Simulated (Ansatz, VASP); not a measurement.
# Two plane-wave programs on GaN

```
Ga N
1.0
     3.14026    0.00000    0.00000
    -1.57013    2.71954    0.00000
     0.00000    0.00000    5.11382
Ga N
2 2
Direct
  0.33333 0.66667 0.99911
  0.66667 0.33333 0.49911
  0.33333 0.66667 0.37589
  0.66667 0.33333 0.87589
```

Alike in both runs: functional r2SCAN; k mesh 12 × 12 × 6; occupations fermi-dirac, width 0.02 eV; no spin polarisation.

Ansatz relaxed the structure, and its values are those at the end. VASP's run is a single point on that final structure, the one shown.

|  | VASP | Ansatz |
| --- | --- | --- |
| version | VASP 6.6.1 | Ansatz 0.2.0 |
| potentials or method | VASP PAW PBE potentials, release 64 (Ga_d, N), cutoff 520 eV | PAW plane waves |
| valence electrons in the cell | 36 | 36 |

|  | VASP | Ansatz | Ansatz less VASP |
| --- | --- | --- | --- |
| gap on the k mesh at the Fermi level (eV) | 2.63 | 2.64 | +0.011 |
| pressure (GPa) | 10.0 | 8.7 | -1.21 |
| rms of the force components (eV/Å) | 0.007 | 0.005 | -0.0025 |

VASP's potentials were made for PBE, not for r2SCAN. The functional is the same, so the differences come from potentials, cutoffs and numerics. Ansatz's warnings: stress scf threshold loose.
